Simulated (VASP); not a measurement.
MgGe2:

```
Ge Mg
1.0
     5.52149   -1.84985    0.00000
     5.52149    1.84985    0.00000
    -3.21762    0.00000    6.00777
Ge Mg
4 2
Direct
  0.52923 0.52923 0.29362
  0.47077 0.47077 0.70638
  0.88039 0.88039 0.98544
  0.11961 0.11961 0.01456
  0.81529 0.81529 0.34925
  0.18471 0.18471 0.65075
```

Base run:

| Item | Value |
| --- | --- |
| Program | VASP 6.6.1 |
| Functional | PBE |
| Potentials or basis | VASP PAW PBE potentials, release 64 (Ge_d, Mg) |
| Cutoff | 520 eV |
| k mesh | 8 × 8 × 5 |
| Occupations | fermi-dirac, width 0.05 eV |
| Spin | no spin polarisation |

Its results: band gap on the k mesh zero (bands 30 and 31 overlap by 1.85 eV); pressure -0.4 GPa; largest force 0.125 eV/Å.

The run is repeated on the same cell with these changes: functional from PBE to RPBE; further incar settings from ALGO = Normal; EDIFF = 1e-07; NBANDS = 39 to ALGO = Normal; EDIFF = 1e-06; NBANDS = 39. What comes out?

Band gap on the k mesh zero (bands 30 and 31 overlap by 1.85 eV); pressure 1.0 GPa; largest force 0.136 eV/Å.

Caveats: the PAW data sets were made with another functional, which shifts forces and pressure a little (at least some runs).
